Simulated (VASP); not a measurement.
# K (Im-3m) in VASP: notebook

The runs below take K through single point, with PBE.

All numbers are computed with VASP 6.6.1; they aren't measurements. Logs are shortened: lines on timing, memory, paths and dates and some standing lists are left out, and cuts for length are marked.

## Step 1: The cell of the first run

It takes space group Im-3m (No. 229, cubic). Conventional cell: a = 4.762 Å, b = 4.762 Å, c = 4.762 Å, α = 90.00°, β = 90.00°, γ = 90.00°. Within 5.4 Å of K (site symmetry m-3m) lie 14 K at 4.12 to 4.76 Å.

## Step 2: Single point, PBE

Input file INCAR:

```
  ALGO = Normal
  EDIFF = 1E-6
  ENCUT = 520
  GGA = PE
  ISIF = 2
  ISMEAR = -1
  LASPH = T
  LCHARG = F
  LREAL = F
  LWAVE = F
  NBANDS = 10
  NELM = 80
  PREC = Accurate
  SIGMA = 0.05
```

Input file KPOINTS:

```
k-points
0
Gamma
  7 7 7
```

Input file POSCAR:

```
K
1.0
   -2.3812258175      2.3812258175      2.3812258175
    2.3812258175     -2.3812258175      2.3812258175
    2.3812258175      2.3812258175     -2.3812258175
K
1
Direct
    0.0000000000      0.0000000000      0.0000000000
```

Potentials or basis: VASP PAW PBE potentials, release 64 (K_sv).

On the command line:

```sh
cat potpaw_PBE.64/K_sv/POTCAR > POTCAR
mpirun -np 1 vasp_std > vasp.out
```

OUTCAR:

```text
EDIFF = 1E-6
   ENCUT = 520
   GGA = PE
   ISIF = 2
   ISMEAR = -1
   LASPH = T
   LREAL = F
   NELM = 80
   PREC = Accurate

 ion  position               nearest neighbor table
   1  0.000  0.000  0.000-

  LATTYP: Found a body centered cubic cell.
 ALAT       =     4.7624516350

  Lattice vectors:

 A1 = (  -2.3812258175,   2.3812258175,   2.3812258175)
 A2 = (   2.3812258175,  -2.3812258175,   2.3812258175)
 A3 = (   2.3812258175,   2.3812258175,  -2.3812258175)

Analysis of symmetry for initial positions (statically):
=====================================================================
 Subroutine PRICEL returns:
 Original cell was already a primitive cell.

 Routine SETGRP: Setting up the symmetry group for a
 body centered cubic supercell.

 Subroutine GETGRP returns: Found 48 space group operations
 (whereof 48 operations were pure point group operations)
 out of a pool of 48 trial point group operations.

The static configuration has the point symmetry O_h .

Analysis of symmetry for dynamics (positions and initial velocities):
=====================================================================
 Subroutine PRICEL returns:
 Original cell was already a primitive cell.

 Routine SETGRP: Setting up the symmetry group for a
 body centered cubic supercell.

 Subroutine GETGRP returns: Found 48 space group operations
 (whereof 48 operations were pure point group operations)
 out of a pool of 48 trial point group operations.

The dynamic configuration has the point symmetry O_h .

 Subroutine INISYM returns: Found 48 space group operations
 (whereof 48 operations are pure point group operations),
 and found     1 'primitive' translations

----------------------------------------------------------------------------------------

                                     Primitive cell

  volume of cell :      54.0085

  direct lattice vectors                    reciprocal lattice vectors
    -2.381225817  2.381225817  2.381225817     0.000000000  0.209975886  0.209975886
     2.381225817 -2.381225817  2.381225817     0.209975886  0.000000000  0.209975886
     2.381225817  2.381225817 -2.381225817     0.209975886  0.209975886  0.000000000

  length of vectors
     4.124404100  4.124404100  4.124404100     0.296950745  0.296950745  0.296950745

  position of ions in fractional coordinates (direct lattice)
     0.000000000  0.000000000  0.000000000

  ion indices of the primitive-cell ions
   primitive index   ion index
                 1           1

----------------------------------------------------------------------------------------

 KPOINTS: k-points

Automatic generation of k-mesh.
 Grid dimensions read from file:
 generate k-points for:    7    7    7

 Generating k-lattice:

  Cartesian coordinates                     Fractional coordinates (reciprocal lattice)
     0.000000000  0.029996555  0.029996555     0.142857143  0.000000000  0.000000000
     0.029996555  0.000000000  0.029996555     0.000000000  0.142857143  0.000000000
     0.029996555  0.029996555  0.000000000     0.000000000  0.000000000  0.142857143

  Length of vectors
     0.042421535  0.042421535  0.042421535

  Shift w.r.t. Gamma in fractional coordinates (k-lattice)
     0.000000000  0.000000000  0.000000000

 Subroutine IBZKPT returns following result:
 ===========================================

 Found     20 irreducible k-points:

 Following reciprocal coordinates:
            Coordinates               Weight
  0.000000  0.000000  0.000000      1.000000
  0.142857  0.000000  0.000000     12.000000
  0.285714  0.000000  0.000000     12.000000
  0.428571  0.000000  0.000000     12.000000
  0.142857  0.142857  0.000000     24.000000
  0.285714  0.142857  0.000000     48.000000
[... 12 lines left out ...]
 -0.428571 -0.428571  0.285714      8.000000
 -0.428571  0.428571  0.428571      6.000000
   k-points           NKPTS =     20   k-points in BZ     NKDIM =     20   number of bands    NBANDS=     10
   number of dos      NEDOS =    301   number of ions     NIONS =      1
   total plane-waves  NPLWV =  32768
   dimension x,y,z NGX =    32 NGY =   32 NGZ =   32
   dimension x,y,z NGXF=    64 NGYF=   64 NGZF=   64
   ions per type =               1
   NGX,Y,Z   is equivalent  to a cutoff of  12.90, 12.90, 12.90 a.u.
   NGXF,Y,Z  is equivalent  to a cutoff of  25.80, 25.80, 25.80 a.u.
 SYSTEM =  unknown system
   PREC   = accura    normal or accurate (medium, high low for compatibility)
   ISTART =      0    job   : 0-new  1-cont  2-samecut
   ICHARG =      2    charge: 1-file 2-atom 10-const
   ISPIN  =      1    spin polarized calculation?
   LNONCOLLINEAR =      F non collinear calculations
   LSORBIT =      F    spin-orbit coupling
   LASPH  =      T    aspherical Exc in radial PAW
   ENCUT  =  520.0 eV  38.22 Ry    6.18 a.u.   7.67  7.67  7.67*2*pi/ulx,y,z
   NELM   =     80;   NELMIN=  2; NELMDL= -5     # of ELM steps
   EDIFF  = 0.1E-05   stopping-criterion for ELM
   LREAL  =      F    real-space projection
   EDIFFG = 0.1E-04   stopping-criterion for IOM
   NSW    =      0    number of steps for IOM
   IBRION =     -1    ionic relax: 0-MD 1-quasi-New 2-CG
   NFREE  =      0    steps in history (QN), initial steepest desc. (CG)
   ISIF   =      2    stress and relaxation
   ISYM   =      2    0-nonsym 1-usesym 2-fastsym
   POTIM  = 0.5000    time-step for ionic-motion
   TEBEG  =    0.0;   TEEND  =   0.0 temperature during run
   PSTRESS=    0.0 pullay stress
   NELECT =       9.0000    total number of electrons
   NUPDOWN=      -1.0000    fix difference up-down
   EMIN   =  10.00;   EMAX   =-10.00  energy-range for DOS
   EFERMI =   0.00;   METHOD = LEGACY
   ISMEAR =    -1;   SIGMA  =   0.05  broadening in eV -4-tet -1-fermi 0-gaus
   EFERMI_NEDOS =   21; number of points for ismear=-14 and -15
   IALGO  =     38    algorithm
   IMIX   =      4    mixing-type and parameters
     AMIX     =   0.40;   BMIX     =  1.00
     AMIX_MAG =   1.60;   BMIX_MAG =  1.00
  volume/ion in A,a.u.               =      54.01       364.47
  Fermi-wavevector in a.u.,A,eV,Ry     =   0.900883  1.702422 11.042356  0.811590
  Thomas-Fermi vector in A             =   2.023896
   LORBIT       =      0    0 simple, 1 ext, 2 COOP (PROOUT), +10 PAW based schemes
   GGA     = PE    functional components
   LHFCALC =     F    Hartree Fock is set to
   AEXX    =    0.0000 exact exchange contribution
   IVDW    =     0    specifies the selected vdW correction
   LEPSILON=     F    determine dielectric tensor
   LRPA    =     F    only Hartree local field effects (RPA)
 non-spin polarized calculation
  energy-cutoff  :      520.00
  volume of cell :       54.01
 maximum number of plane-waves:      1481
   NGX = 15   NGY = 15   NGZ = 15

 number of electron       9.0000000 magnetization

 Free energy of the ion-electron system (eV)
  ---------------------------------------------------
  ext. energy  EPLUGINS =         0.00000000
  ---------------------------------------------------
  free energy    TOTEN  =        -0.95656972 eV

  energy without entropy =       -0.95031443  energy(sigma->0) =       -0.95344208

 E-fermi :   0.6770     XC(G=0):  -6.4565

 val. band max:        0.6127780684   @ k =  -0.2857   0.4286   0.1429
 cond. band min:       0.8288286959   @ k =  -0.4286   0.4286   0.1429
 fundamental gap:      0.2160506275
 Fermi energy:         0.6769649542

 k-point     1 :       0.0000    0.0000    0.0000
  band No.  band energies     occupation
      1     -31.3289      2.00000
      2     -14.7348      2.00000
      3     -14.7348      2.00000
      4     -14.7348      2.00000
      5      -1.9341      2.00000
      6       5.2410      0.00000
      7       5.2410      0.00000
      8       5.2410      0.00000
      9       6.3687      0.00000
     10       6.3687      0.00000

 k-point     2 :       0.1429    0.0000    0.0000
  band No.  band energies     occupation
      1     -31.3256      2.00000
      2     -14.7722      2.00000
      3     -14.7463      2.00000
      4     -14.7350      2.00000
      5      -1.6073      2.00000
      6       4.7667      0.00000
      7       4.8927      0.00000
      8       5.5326      0.00000
      9       6.0756      0.00000
     10       6.3256      0.00000

 k-point     3 :       0.2857    0.0000    0.0000
  band No.  band energies     occupation
      1     -31.3184      2.00000
      2     -14.8543      2.00000
      3     -14.7722      2.00000
      4     -14.7354      2.00000
      5      -0.6986      2.00000
      6       3.4539      0.00000
      7       4.3058      0.00000
      8       6.2365      0.00000
      9       6.3765      0.00000
     10       6.4093      0.00000

 k-point     4 :       0.4286    0.0000    0.0000
  band No.  band energies     occupation
      1     -31.3126      2.00000
      2     -14.9182      2.00000
      3     -14.7927      2.00000
      4     -14.7358      2.00000
      5       0.5752      1.76901
      6       2.0934      0.00000
      7       3.9409      0.00000
      8       6.2419      0.00000
      9       6.8224      0.00000
     10       7.6547      0.00000
[... 170 lines left out ...]
 k-point    18 :      -0.4286    0.4286    0.2857
  band No.  band energies     occupation
      1     -31.3047      2.00000
      2     -14.8844      2.00000
      3     -14.8365      2.00000
      4     -14.8182      2.00000
      5       1.4077      0.00000
      6       2.3979      0.00000
      7       4.3599      0.00000
      8       4.5796      0.00000
      9       5.8100      0.00000
     10       7.4538      0.00000

 k-point    19 :      -0.4286   -0.4286    0.2857
  band No.  band energies     occupation
      1     -31.3024      2.00000
      2     -14.8713      2.00000
      3     -14.8713      2.00000
      4     -14.8232      2.00000
      5       2.0654      0.00000
      6       2.0654      0.00000
      7       3.8005      0.00000
      8       5.4399      0.00000
      9       5.4399      0.00000
     10       7.6277      0.00000

 k-point    20 :      -0.4286    0.4286    0.4286
  band No.  band energies     occupation
      1     -31.3003      2.00000
      2     -14.8676      2.00000
      3     -14.8605      2.00000
      4     -14.8605      2.00000
      5       1.9340      0.00000
      6       2.2368      0.00000
      7       4.9805      0.00000
      8       4.9820      0.00000
      9       4.9820      0.00000
     10       7.5997      0.00000

------------------------ aborting loop because EDIFF is reached ----------------------------------------

  FORCE on cell =-STRESS in cart. coord.  units (eV):
  Direction    XX          YY          ZZ          XY          YZ          ZX
  --------------------------------------------------------------------------------------
  -------------------------------------------------------------------------------------
  Total        0.6658527      0.6658527      0.6658527      0.0000000     -0.0000000     -0.0000000
  in kB       19.7527253     19.7527253     19.7527253      0.0000000     -0.0000000     -0.0000000
  external PRESSURE =      19.7527253 kB  Pullay stress =       0.0000000 kB

 VOLUME and BASIS-vectors are now :
 -----------------------------------------------------------------------------
  energy-cutoff  :      520.00
  volume of cell :       54.01
      direct lattice vectors                 reciprocal lattice vectors
    -2.381225817  2.381225817  2.381225817     0.000000000  0.209975886  0.209975886
     2.381225817 -2.381225817  2.381225817     0.209975886  0.000000000  0.209975886
     2.381225817  2.381225817 -2.381225817     0.209975886  0.209975886  0.000000000

 POSITION                                       TOTAL-FORCE (eV/Angst)
 -----------------------------------------------------------------------------------
      0.00000      0.00000      0.00000         0.000000      0.000000      0.000000
 -----------------------------------------------------------------------------------
    total drift:                               -0.000000      0.000000     -0.000000

  FREE ENERGIE OF THE ION-ELECTRON SYSTEM (eV)
  ---------------------------------------------------
  free  energy   TOTEN  =        -0.9565697218 eV

  energy  without entropy=       -0.9503144346  energy(sigma->0) =       -0.95344208
```

It took 8.5 s on 1 thread of Intel Xeon 8259CL, shared host; peak memory 0.17 GiB.

Results:

* Free energy: -0.9566 eV
* Pressure: 2.0 GPa
* Band gap on the k mesh: zero (an odd number of electrons rules out a gap without spin polarisation)

## Step 3: Single point, PBE

This run uses another cell than the first one, of 73.25 Å³/atom.

Input file INCAR:

```
SYSTEM = K
PREC = Accurate
ENCUT = 520
EDIFF = 1E-6
ISMEAR = -1
SIGMA = 0.05
LREAL = .False.
LASPH = .True.
NELM = 100
ALGO = Normal
ISIF = 2
LWAVE = .False.
LCHARG = .False.
GGA = PE
NBANDS = 10
```

Input file KPOINTS:

```
regular mesh
0
Gamma
  7 7 7
  0 0 0
```

Input file POSCAR:

```
K
1.0
   -2.6358196649      2.6358196649      2.6358196649
    2.6358196649     -2.6358196649      2.6358196649
    2.6358196649      2.6358196649     -2.6358196649
K
1
Direct
    0.0000000000      0.0000000000      0.0000000000
```

Potentials or basis: VASP PAW PBE potentials, release 64 (K_sv).

On the command line:

```sh
cat potpaw_PBE.64/K_sv/POTCAR > POTCAR
mpirun -np 1 vasp_std > vasp.out
```

Wall time 14 s (1 thread of Intel Xeon 8259CL, shared host); peak memory 0.19 GiB.

The run converged. Its results:

```yaml
Free_energy: -1.0523 eV
Pressure: 0.0 GPa
Band_gap_on_the_k_mesh: zero (an odd number of electrons rules out a gap without spin polarisation)
```

Levels at points of the mesh, in eV from the Fermi level:
```tsv
k point	band 3	band 4	band 5	band 6	band 7	band 8
(0.00, 0.00, 0.00)	-15.57	-15.57	-2.15	4.31	4.31	4.31
```
